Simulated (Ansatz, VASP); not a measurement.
MoS2: VASP beside Ansatz

File INCAR:

```
SYSTEM = MoS2
AGGAC = 1.0
AGGAX = 1.0
ALDAC = 0.0
ALDAX = 1.0
ALGO = Normal
EDIFF = 1E-6
ENCUT = 520
GGA = B5
ISIF = 2
ISMEAR = -1
IVDW = 13
LASPH = .True.
LCHARG = .False.
LREAL = .False.
LWAVE = .False.
NBANDS = 20
NELM = 100
PREC = Accurate
SIGMA = 0.05
VDW_A1 = 0.44488865
VDW_A2 = 4.0933009
VDW_S6 = 1.0
VDW_S8 = 2.34076671
```

The input KPOINTS:

```
k-points
0
Gamma
  9 9 4
  0 0 0
```

Contents of POSCAR:

```
MoS2
1.0
    3.1615794509      0.0000000000      0.0000000000
   -1.5807897255      2.7380081205      0.0000000000
    0.0000000000      0.0000000000      6.1836112739
Mo S
1 2
Direct
    0.0000000000      0.0000000000      0.5000000000
    0.6666666667      0.3333333333      0.7446806800
    0.3333333333      0.6666666667      0.2553193200
```

File input.yaml:

```yaml
crystal:
  lattice:
    - [3.1615794509, 0.0, 0.0]
    - [-1.5807897255, 2.7380081205, 0.0]
    - [0.0, 0.0, 6.1836112739]
  atoms:
    - { symbol: Mo, position: [0.0, 0.0, 0.5] }
    - { symbol: S, position: [0.6666666667, 0.3333333333, 0.74468068] }
    - { symbol: S, position: [0.3333333333, 0.6666666667, 0.25531932] }
hamiltonian:
  xc: blyp
  pseudopotentials: { kind: paw }
  dispersion: d4
kpoints:
  mp_grid: { grid: [9, 9, 4] }
scf:
  occupations: { method: fermi_dirac, width: 0.05 }
output:
  forces: true
  stress: true
  eigenvalues: true
  write_density: true
  write_potential: true
  elf: true
  volumetric_format: npy
```

Alike in both runs: task single point; functional BLYP; dispersion D4; k mesh 9 × 9 × 4; occupations fermi-dirac, width 0.05 eV; no spin polarisation.

```csv
,VASP,Ansatz
version,VASP 6.6.1,Ansatz 0.2.0
potentials or method,"VASP PAW PBE potentials, release 64 (Mo_sv, S)",Ansatz PAW
plane-wave cutoff (eV),520,420
valence electrons in the cell,26,26
```

```tsv
	VASP	Ansatz	Ansatz less VASP
gap on the k mesh at the Fermi level (eV)	none	none	-
pressure (GPa)	10.9	10.9	-0.02
traceless stress, the component that is largest in VASP (GPa)	0.27	0.28	+0.004
rms of the force components (eV/Å)	0.811	0.807	-0.0043
```

VASP's potentials were made for PBE, not for BLYP. Atom by atom the forces differ by 0.004 eV/Å (rms over components). A gap of «none» marks a metal or a gap that the smearing closes.
